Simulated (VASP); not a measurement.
# Rb2CdSe2O6 (R-3m) in VASP: single point with PBE

Aim: the single point of Rb2CdSe2O6 with PBE.

Everything below comes from runs of VASP 6.6.1. Logs are shortened: lines on timing, memory, paths and dates and some standing lists are left out, and cuts for length are marked.

### 1 The cell of the first run

It takes space group R-3m (No. 166, trigonal). Conventional cell: a = 5.750 Å, b = 5.750 Å, c = 19.669 Å, α = 90.00°, β = 90.00°, γ = 120.00°. Within 3.9 Å of Rb (site symmetry 3m) lie 9 O at 2.94 to 3.09 Å and 4 Se at 3.47 to 3.81 Å and 3 Rb at 3.54 Å and 1 Cd at 3.89 Å. Within 3.1 Å of Cd (site symmetry -3m) lie 6 O at 2.34 Å. Within 2.3 Å of Se (site symmetry 3m) lie 3 O at 1.72 Å. O (site symmetry m) has 1 Se at 1.72 Å and 1 Cd at 2.34 Å within 2.4 Å.

### 2 Single point, PBE

The input, INCAR:

```
SYSTEM = Rb2CdSe2O6
PREC     = Accurate       ! precision mode
ENCUT    = 520            ! plane-wave cutoff, eV
EDIFF    = 1E-6           ! SCF threshold, eV
ISMEAR   = -1             ! smearing method
SIGMA    = 0.02           ! smearing width, eV
LREAL    = .False.        ! projectors in reciprocal space
LASPH    = .True.         ! aspherical terms in the spheres
NELM     = 60             ! most SCF steps
ALGO     = Normal         ! electronic algorithm
ISIF     = 2              ! what is computed and relaxed
LWAVE    = .False.        ! write WAVECAR
LCHARG   = .False.        ! write CHGCAR
GGA      = PE             ! functional
NBANDS   = 50             ! bands
```

The input, KPOINTS:

```
Automatic mesh
0
Gamma
  4 4 4
  0 0 0
```

The input, POSCAR:

```
Rb2CdSe2O6
1.0
    2.8751508921      1.6599691415      6.5561700000
   -2.8751508921      1.6599691415      6.5561700000
    0.0000000000     -3.3199382831      6.5561700000
Rb Cd Se O
2 1 2 6
Direct
    0.8022830847      0.8022830847      0.8022830847
    0.1977169153      0.1977169153      0.1977169153
    0.0000000000      0.0000000000      0.0000000000
    0.6258833550      0.6258833550      0.6258833550
    0.3741166450      0.3741166450      0.3741166450
    0.7448225630      0.2765569588      0.7448225630
    0.7448225630      0.7448225630      0.2765569588
    0.2765569588      0.7448225630      0.7448225630
    0.2551774370      0.7234430412      0.2551774370
    0.7234430412      0.2551774370      0.2551774370
    0.2551774370      0.2551774370      0.7234430412
```

Potentials or basis: VASP PAW PBE potentials, release 64 (Rb_sv, Cd, Se, O).

Started as:

```
cat potpaw_PBE.64/Rb_sv/POTCAR potpaw_PBE.64/Cd/POTCAR potpaw_PBE.64/Se/POTCAR potpaw_PBE.64/O/POTCAR > POTCAR
mpirun -np 1 vasp_std > vasp.out
```

OUTCAR:

```text
SYSTEM = Rb2CdSe2O6
   PREC = Accurate
   ENCUT = 520
   EDIFF = 1E-6
   ISMEAR = -1
   LREAL = .False.
   LASPH = .True.
   NELM = 60
   ISIF = 2
   GGA = PE

 ion  position               nearest neighbor table
   1  0.802  0.802  0.802-   6 2.94   8 2.94   7 2.94  11 3.09  11 3.09   9 3.09  10 3.09   9 3.09
                            10 3.09   4 3.47   2 3.54   2 3.54   2 3.54   5 3.81   5 3.81   5 3.81
   2  0.198  0.198  0.198-   9 2.94  10 2.94  11 2.94   7 3.09   7 3.09   8 3.09   6 3.09   8 3.09
                             6 3.09   5 3.47   1 3.54   1 3.54   1 3.54   4 3.81   4 3.81   4 3.81
   3  0.000  0.000  0.000-   6 2.34   8 2.34   9 2.34  10 2.34   7 2.34  11 2.34   1 3.89   2 3.89
                             1 4.26   1 4.26   2 4.26   2 4.26   1 4.26   2 4.26
   4  0.626  0.626  0.626-   6 1.72   8 1.72   7 1.72   1 3.47   2 3.81   2 3.81   2 3.81
   5  0.374  0.374  0.374-   9 1.72  10 1.72  11 1.72   2 3.47   1 3.81   1 3.81   1 3.81
   6  0.745  0.277  0.745-   4 1.72   3 2.34   1 2.94   2 3.09   2 3.09
   7  0.745  0.745  0.277-   4 1.72   3 2.34   1 2.94   2 3.09   2 3.09
   8  0.277  0.745  0.745-   4 1.72   3 2.34   1 2.94   2 3.09   2 3.09
   9  0.255  0.723  0.255-   5 1.72   3 2.34   2 2.94   1 3.09   1 3.09
  10  0.723  0.255  0.255-   5 1.72   3 2.34   2 2.94   1 3.09   1 3.09
  11  0.255  0.255  0.723-   5 1.72   3 2.34   2 2.94   1 3.09   1 3.09

  LATTYP: Found a trigonal (rhomboedric) cell.
 ALAT       =     7.3488335994
 COS(alpha) =     0.6938639655

  Lattice vectors:

 A1 = (   2.8751508921,   1.6599691415,   6.5561700000)
 A2 = (  -2.8751508921,   1.6599691415,   6.5561700000)
 A3 = (   0.0000000000,  -3.3199382831,   6.5561700000)

Analysis of symmetry for initial positions (statically):
=====================================================================
 Subroutine PRICEL returns:
 Original cell was already a primitive cell.

 Routine SETGRP: Setting up the symmetry group for a
 trigonal (rhombohedral) supercell.

 Subroutine GETGRP returns: Found 12 space group operations
 (whereof 12 operations were pure point group operations)
 out of a pool of 12 trial point group operations.

The static configuration has the point symmetry D_3d.

Analysis of symmetry for dynamics (positions and initial velocities):
=====================================================================
 Subroutine PRICEL returns:
 Original cell was already a primitive cell.

 Routine SETGRP: Setting up the symmetry group for a
 trigonal (rhombohedral) supercell.

 Subroutine GETGRP returns: Found 12 space group operations
 (whereof 12 operations were pure point group operations)
 out of a pool of 12 trial point group operations.

The dynamic configuration has the point symmetry D_3d.

 Subroutine INISYM returns: Found 12 space group operations
 (whereof 12 operations are pure point group operations),
 and found     1 'primitive' translations

----------------------------------------------------------------------------------------

                                     Primitive cell

  volume of cell :     187.7423

  direct lattice vectors                    reciprocal lattice vectors
     2.875150892  1.659969141  6.556170000     0.173903916  0.100403473  0.050842692
    -2.875150892  1.659969141  6.556170000    -0.173903916  0.100403473  0.050842692
     0.000000000 -3.319938283  6.556170000     0.000000000 -0.200806946  0.050842692

  length of vectors
     7.348833599  7.348833599  7.348833599     0.207143450  0.207143450  0.207143450

  position of ions in fractional coordinates (direct lattice)
     0.802283085  0.802283085  0.802283085
     0.197716915  0.197716915  0.197716915
     0.000000000  0.000000000  0.000000000
     0.625883355  0.625883355  0.625883355
     0.374116645  0.374116645  0.374116645
     0.744822563  0.276556959  0.744822563
     0.744822563  0.744822563  0.276556959
     0.276556959  0.744822563  0.744822563
     0.255177437  0.723443041  0.255177437
     0.723443041  0.255177437  0.255177437
     0.255177437  0.255177437  0.723443041

  ion indices of the primitive-cell ions
   primitive index   ion index
                 1           1
                 2           2
                 3           3
                 4           4
                 5           5
                 6           6
                 7           7
                 8           8
                 9           9
                10          10
                11          11

----------------------------------------------------------------------------------------

 KPOINTS: Automatic mesh

Automatic generation of k-mesh.
 Grid dimensions read from file:
 generate k-points for:    4    4    4

 Generating k-lattice:

  Cartesian coordinates                     Fractional coordinates (reciprocal lattice)
     0.043475979  0.025100868  0.012710673     0.250000000 -0.000000000  0.000000000
    -0.043475979  0.025100868  0.012710673    -0.000000000  0.250000000  0.000000000
     0.000000000 -0.050201736  0.012710673     0.000000000  0.000000000  0.250000000

  Length of vectors
     0.051785862  0.051785862  0.051785862

  Shift w.r.t. Gamma in fractional coordinates (k-lattice)
     0.000000000  0.000000000  0.000000000

 Subroutine IBZKPT returns following result:
 ===========================================

 Found     13 irreducible k-points:

 Following reciprocal coordinates:
            Coordinates               Weight
  0.000000  0.000000  0.000000      1.000000
  0.250000  0.000000  0.000000      6.000000
  0.500000  0.000000  0.000000      3.000000
  0.250000  0.250000  0.000000      6.000000
  0.500000  0.250000  0.000000     12.000000
 -0.250000  0.250000  0.000000      6.000000
  0.500000  0.500000  0.000000      3.000000
  0.250000  0.250000  0.250000      2.000000
  0.500000  0.250000  0.250000      6.000000
 -0.250000  0.250000  0.250000      6.000000
  0.500000  0.500000  0.250000      6.000000
 -0.250000  0.500000  0.250000      6.000000
  0.500000  0.500000  0.500000      1.000000
   k-points           NKPTS =     13   k-points in BZ     NKDIM =     13   number of bands    NBANDS=     50
   number of dos      NEDOS =    301   number of ions     NIONS =     11
   total plane-waves  NPLWV = 175616
   dimension x,y,z NGX =    56 NGY =   56 NGZ =   56
   dimension x,y,z NGXF=   112 NGYF=  112 NGZF=  112
   ions per type =               2   1   2   6
   NGX,Y,Z   is equivalent  to a cutoff of  12.67, 12.67, 12.67 a.u.
   NGXF,Y,Z  is equivalent  to a cutoff of  25.34, 25.34, 25.34 a.u.
 SYSTEM =  Rb2CdSe2O6
   PREC   = accura    normal or accurate (medium, high low for compatibility)
   ISTART =      0    job   : 0-new  1-cont  2-samecut
   ICHARG =      2    charge: 1-file 2-atom 10-const
   ISPIN  =      1    spin polarized calculation?
   LNONCOLLINEAR =      F non collinear calculations
   LSORBIT =      F    spin-orbit coupling
   LASPH  =      T    aspherical Exc in radial PAW
   ENCUT  =  520.0 eV  38.22 Ry    6.18 a.u.  13.66 13.66 13.66*2*pi/ulx,y,z
   NELM   =     60;   NELMIN=  2; NELMDL= -5     # of ELM steps
   EDIFF  = 0.1E-05   stopping-criterion for ELM
   LREAL  =      F    real-space projection
   EDIFFG = 0.1E-04   stopping-criterion for IOM
   NSW    =      0    number of steps for IOM
   IBRION =     -1    ionic relax: 0-MD 1-quasi-New 2-CG
   NFREE  =      0    steps in history (QN), initial steepest desc. (CG)
   ISIF   =      2    stress and relaxation
   ISYM   =      2    0-nonsym 1-usesym 2-fastsym
   POTIM  = 0.5000    time-step for ionic-motion
   TEBEG  =    0.0;   TEEND  =   0.0 temperature during run
   PSTRESS=    0.0 pullay stress
   NELECT =      78.0000    total number of electrons
   NUPDOWN=      -1.0000    fix difference up-down
   EMIN   =  10.00;   EMAX   =-10.00  energy-range for DOS
   EFERMI =   0.00;   METHOD = LEGACY
   ISMEAR =    -1;   SIGMA  =   0.02  broadening in eV -4-tet -1-fermi 0-gaus
   EFERMI_NEDOS =   21; number of points for ismear=-14 and -15
   IALGO  =     38    algorithm
   IMIX   =      4    mixing-type and parameters
     AMIX     =   0.40;   BMIX     =  1.00
     AMIX_MAG =   1.60;   BMIX_MAG =  1.00
  volume/ion in A,a.u.               =      17.07       115.18
  Fermi-wavevector in a.u.,A,eV,Ry     =   1.221572  2.308436 20.303126  1.492238
  Thomas-Fermi vector in A             =   2.356749
   LORBIT       =      0    0 simple, 1 ext, 2 COOP (PROOUT), +10 PAW based schemes
   GGA     = PE    functional components
   LHFCALC =     F    Hartree Fock is set to
   AEXX    =    0.0000 exact exchange contribution
   IVDW    =     0    specifies the selected vdW correction
   LEPSILON=     F    determine dielectric tensor
   LRPA    =     F    only Hartree local field effects (RPA)
 non-spin polarized calculation
  energy-cutoff  :      520.00
  volume of cell :      187.74
 maximum number of plane-waves:      5113
 NGX is ok and might be reduce to    56
   NGX = 27   NGY = 27   NGZ = 27

 number of electron      78.0000006 magnetization

 Free energy of the ion-electron system (eV)
  ---------------------------------------------------
  ext. energy  EPLUGINS =         0.00000000
  ---------------------------------------------------
  free energy    TOTEN  =       -53.28770751 eV

  energy without entropy =      -53.28770751  energy(sigma->0) =      -53.28770751

 E-fermi :   1.0248     XC(G=0):  -9.3948

 val. band max:        0.5362273801   @ k =  -0.2500   0.5000   0.2500
 cond. band min:       4.3956685740   @ k =   0.0000   0.0000   0.0000
 fundamental gap:      3.8594411939
 Fermi energy:         1.0247574532

 k-point     1 :       0.0000    0.0000    0.0000
  band No.  band energies     occupation
      1     -23.8864      2.00000
      2     -23.7247      2.00000
      3     -19.1965      2.00000
      4     -19.0355      2.00000
      5     -16.4881      2.00000
      6     -16.4881      2.00000
[... 42 lines left out ...]
     49       9.7738      0.00000
     50       9.8186      0.00000

 k-point     2 :       0.2500    0.0000    0.0000
  band No.  band energies     occupation
      1     -23.8646      2.00000
      2     -23.7445      2.00000
      3     -19.1588      2.00000
      4     -19.0379      2.00000
      5     -16.5747      2.00000
      6     -16.5157      2.00000
[... 42 lines left out ...]
     49       9.5524      0.00000
     50       9.5646      0.00000

 k-point     3 :       0.5000    0.0000    0.0000
  band No.  band energies     occupation
      1     -23.8298      2.00000
      2     -23.7772      2.00000
      3     -19.1051      2.00000
      4     -19.0552      2.00000
      5     -16.6606      2.00000
      6     -16.5445      2.00000
[... 42 lines left out ...]
     49       9.2078      0.00000
     50       9.4636      0.00000

 k-point     4 :       0.2500    0.2500    0.0000
  band No.  band energies     occupation
      1     -23.8644      2.00000
      2     -23.7445      2.00000
      3     -19.1583      2.00000
      4     -19.0395      2.00000
      5     -16.5713      2.00000
      6     -16.5191      2.00000
[... 416 lines left out ...]
 k-point    12 :      -0.2500    0.5000    0.2500
  band No.  band energies     occupation
      1     -23.8298      2.00000
      2     -23.7769      2.00000
      3     -19.0957      2.00000
      4     -19.0667      2.00000
      5     -16.6726      2.00000
      6     -16.5399      2.00000
[... 42 lines left out ...]
     49       8.9742      0.00000
     50       9.5632      0.00000

 k-point    13 :       0.5000    0.5000    0.5000
  band No.  band energies     occupation
      1     -23.8848      2.00000
      2     -23.7254      2.00000
      3     -19.2035      2.00000
      4     -19.0345      2.00000
      5     -16.5004      2.00000
      6     -16.5004      2.00000
[... 42 lines left out ...]
     49       9.5242      0.00000
     50       9.5433      0.00000

------------------------ aborting loop because EDIFF is reached ----------------------------------------

  FORCE on cell =-STRESS in cart. coord.  units (eV):
  Direction    XX          YY          ZZ          XY          YZ          ZX
  --------------------------------------------------------------------------------------
  -------------------------------------------------------------------------------------
  Total        4.3706255      4.3706255      3.2918976      0.0000000     -0.0000000      0.0000000
  in kB       37.2985596     37.2985596     28.0927842      0.0000000     -0.0000000      0.0000000
  external PRESSURE =      34.2299678 kB  Pullay stress =       0.0000000 kB

 VOLUME and BASIS-vectors are now :
 -----------------------------------------------------------------------------
  energy-cutoff  :      520.00
  volume of cell :      187.74
      direct lattice vectors                 reciprocal lattice vectors
     2.875150892  1.659969141  6.556170000     0.173903916  0.100403473  0.050842692
    -2.875150892  1.659969141  6.556170000    -0.173903916  0.100403473  0.050842692
     0.000000000 -3.319938283  6.556170000     0.000000000 -0.200806946  0.050842692

 POSITION                                       TOTAL-FORCE (eV/Angst)
 -----------------------------------------------------------------------------------
      0.00000     -0.00000     15.77971        -0.000000     -0.000000      0.002058
      0.00000     -0.00000      3.88880        -0.000000      0.000000     -0.002058
      0.00000      0.00000      0.00000        -0.000000      0.000000      0.000000
      0.00000     -0.00000     12.31019        -0.000000     -0.000000      0.265634
      0.00000     -0.00000      7.35832        -0.000000      0.000000     -0.265634
      1.34633     -0.77731     11.57952         0.129543     -0.074792     -0.110203
      0.00000      1.55461     11.57952        -0.000000      0.149583     -0.110203
     -1.34633     -0.77731     11.57952        -0.129543     -0.074792     -0.110203
     -1.34633      0.77731      8.08899        -0.129543      0.074792      0.110203
      1.34633      0.77731      8.08899         0.129543      0.074792      0.110203
      0.00000     -1.55461      8.08899        -0.000000     -0.149583      0.110203
 -----------------------------------------------------------------------------------
    total drift:                                0.000000     -0.000000      0.000000

  FREE ENERGIE OF THE ION-ELECTRON SYSTEM (eV)
  ---------------------------------------------------
  free  energy   TOTEN  =       -53.2877075091 eV

  energy  without entropy=      -53.2877075091  energy(sigma->0) =      -53.28770751
```

It used 240 s of CPU time on 1 thread of Intel(R) Xeon(R) Platinum 8488C (Sapphire Rapids) (shared host).

What came out:

* Free energy: -53.2877 eV
* Pressure: 3.4 GPa
* Largest force: 0.266 eV/Å
* Band gap on the k mesh: 3.86 eV (least direct gap 4.00 eV)

Forces on the atoms (eV/Å):
```
Rb   0.000  0.000  0.002
Rb   0.000  0.000 -0.002
Cd   0.000  0.000  0.000
Se   0.000  0.000  0.266
Se   0.000  0.000 -0.266
O    0.130 -0.075 -0.110
O    0.000  0.150 -0.110
O   -0.130 -0.075 -0.110
O   -0.130  0.075  0.110
O    0.130  0.075  0.110
O    0.000 -0.150  0.110
```

Stress tensor (GPa, compression positive):
```
3.73 0.00 0.00
0.00 3.73 0.00
0.00 0.00 2.81
```

Levels at points of the mesh, in eV from the valence-band top:
| k point | band 36 | band 37 | band 38 | band 39 | band 40 | band 41 | band 42 | band 43 |
| --- | --- | --- | --- | --- | --- | --- | --- | --- |
| (0.00, 0.00, 0.00) | -0.30 | -0.20 | -0.20 | -0.14 | 3.86 | 4.68 | 4.68 | 5.33 |
| (0.50, 0.00, 0.00) | -0.49 | -0.33 | -0.18 | -0.02 | 4.56 | 4.71 | 5.47 | 6.26 |
| (0.50, 0.50, 0.00) | -0.50 | -0.20 | -0.13 | -0.05 | 4.50 | 4.86 | 5.47 | 6.21 |
| (0.50, 0.50, 0.50) | -0.29 | -0.26 | -0.18 | -0.16 | 4.13 | 4.71 | 4.77 | 4.77 |

Caveat: the cell stands under pressure. A k mesh can miss the band edges.
